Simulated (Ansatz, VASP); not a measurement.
## Two plane-wave programs on CaCu2S2

```xyz
5
Lattice="3.9400 0.0000 0.0000 -1.9700 3.4121 0.0000 0.0000 0.0000 6.5230" Properties=species:S:1:pos:R:3 pbc="T T T"
Ca    0.0000    0.0000    0.0000
Cu    0.0000    2.2748    2.4302
Cu    1.9700    1.1374    4.0928
S     0.0000    2.2748    4.8368
S     1.9700    1.1374    1.6862
```

Alike in both runs: functional PBE; k mesh 8 × 8 × 5; occupations fermi-dirac, width 0.02 eV; no spin polarisation.

Ansatz relaxed the structure, and its values are those at the end. VASP's run is a single point on that final structure, the one shown.

```csv
,VASP,Ansatz
version,VASP 6.6.1,Ansatz 0.2.0
potentials or method,"VASP PAW PBE potentials, release 64 (Ca_sv, Cu, S)","plane-wave PAW, scalar-relativistic"
plane-wave cutoff (eV),520,420
valence electrons in the cell,44,60
```

|  | VASP | Ansatz | Ansatz less VASP |
| --- | --- | --- | --- |
| gap on the k mesh at the Fermi level (eV) | 1.07 | 1.05 | -0.023 |
| pressure (GPa) | -0.3 | -0.6 | -0.24 |

VASP's potentials hold 44 valence electrons a cell and Ansatz's 60, so a difference there can come from the potentials and not from the codes. Ansatz's warnings: stress scf threshold loose.
